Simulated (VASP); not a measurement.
Write the native input for VASP 6.6.1 that does the following.

```
Task                   : relaxation of the atoms
Functional             : LDA
Potentials or basis    : VASP PAW LDA potentials, release 64 (B, As)
Cutoff                 : 450 eV
k mesh                 : 8 × 8 × 8
Occupations            : gaussian, width 0.02 eV
Spin                   : no spin polarisation
Dipole correction      : no
Further INCAR settings : ALGO = Normal; EDIFF = 1e-07; IBRION = 2; EDIFFG = -0.002; NSW = 60
```

The structure of BAs lies in POSCAR:

```
BAs
1.0
    0.0000000000      2.3423282262      2.3761755181
    2.3423282262      0.0000000000      2.3761755181
    2.3423282262      2.3423282262      0.0000000000
B As
1 1
Direct
    0.0000000000      0.0000000000      0.0000000000
    0.2500000000      0.2500000000      0.2500000000
```

This cell differs from its parent crystal: strained cell.

One way to write it, as run:

INCAR

```
SYSTEM = BAs
PREC = Accurate ; ENCUT = 450
EDIFF = 1E-7 ; ISMEAR = 0
SIGMA = 0.02 ; LREAL = .FALSE.
LASPH = .TRUE. ; NELM = 120
ALGO = Normal ; ISIF = 2
LWAVE = .FALSE. ; LCHARG = .FALSE.
IBRION = 2 ; NSW = 60
EDIFFG = -0.002 ; GGA_COMPAT = .FALSE.
NELMIN = 4
```

KPOINTS

```
regular mesh
0
G
  8 8 8
  0 0 0
```

Potentials or basis: VASP PAW LDA potentials, release 64 (B, As).

Run with:

```bash
$ cat potpaw_LDA.64/B/POTCAR potpaw_LDA.64/As/POTCAR > POTCAR
$ mpirun -np 1 vasp_std > vasp.out
```

Results of the run:

```
Pressure after relaxing : 3.5 GPa
Band gap on the k mesh  : 0.99 eV (least direct gap 3.23 eV)
```

Caveat: the cell differs from its parent crystal (strained cell).

Wall time 12 s on 1 thread of AMD EPYC 7R13 (shared host), peak memory 0.13 GiB.
